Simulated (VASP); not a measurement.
Runs of VASP 6.6.1 on Au. The structure is that of space group P6_3/mmc (No. 194), or close to it. The cells are those of the table. This isn't the form of Au at room conditions, which is fcc.

```tsv
task	level	potentials or basis	cell	k mesh	smearing	gap on the mesh (eV)	pressure (GPa)
electric field gradients	r2SCAN	VASP PAW PBE potentials, release 64 (Au)	a = 2.900, b = 2.900, c = 4.880 Å, angles 90.0, 90.0, 120.0°, 2 atoms	18 × 18 × 10	fermi-dirac 0.05 eV	none	-1.2
single point	PBE	VASP PAW PBE potentials, release 64 (Au)	a = 2.900, b = 2.900, c = 5.026 Å, angles 90.0, 90.0, 120.0°, 2 atoms	18 × 18 × 10	fermi-dirac 0.05 eV	none	-2.0
electric field gradients	PBEsol	VASP PAW PBE potentials, release 64 (Au)	a = 2.900, b = 2.900, c = 4.880 Å, angles 90.0, 90.0, 120.0°, 2 atoms	18 × 18 × 10	fermi-dirac 0.05 eV	none	-6.6
relaxation of the atoms	PBE	VASP PAW PBE potentials, release 64 (Au)	atoms relaxed from a = 2.841, b = 2.841, c = 4.780 Å, angles 90.0, 90.0, 120.0°, 2 atoms	18 × 18 × 10	fermi-dirac 0.05 eV	none	12.5
single point	PBE	VASP PAW PBE potentials, release 64 (Au)	a = 2.938, b = 2.938, c = 4.944 Å, angles 90.0, 90.0, 120.0°, 2 atoms	18 × 18 × 10	fermi-dirac 0.05 eV	none	-3.4
electric field gradients	LDA	VASP PAW LDA potentials, release 64 (Au)	a = 2.900, b = 2.900, c = 4.880 Å, angles 90.0, 90.0, 120.0°, 2 atoms	18 × 18 × 10	fermi-dirac 0.05 eV	none	(a)
electric field gradients	PBE	VASP PAW PBE potentials, release 64 (Au)	a = 2.900, b = 2.900, c = 4.880 Å, angles 90.0, 90.0, 120.0°, 2 atoms	17 × 17 × 9	fermi-dirac 0.02 eV	none	1.5
single point	PBE	VASP PAW PBE potentials, release 64 (Au)	a = 2.900, b = 2.900, c = 4.978 Å, angles 90.0, 90.0, 120.0°, 2 atoms	18 × 18 × 10	fermi-dirac 0.05 eV	none	-0.8
single point	PBE	VASP PAW PBE potentials, release 64 (Au)	a = 2.957, b = 2.957, c = 4.976 Å, angles 90.0, 90.0, 120.0°, 2 atoms	18 × 18 × 10	fermi-dirac 0.05 eV	none	(b)
```

Alike in all rows: no spin polarisation; cutoff (eV) 520.

Fill in the values left out.

(a) -10.3; (b) -5.5.

Caveats: spin-orbit coupling is left out, which moves the levels of the heavy elements; the cell stands under tension (at least some runs); the PAW data sets were made with another functional, which shifts forces and pressure a little (at least some runs); the relaxation stopped at its first step, so nothing moved (at least some runs).

A k mesh can miss the band edges, and the runs leave out spin-orbit coupling on Au.

A gap of «none» marks levels without a gap at the run's occupations.
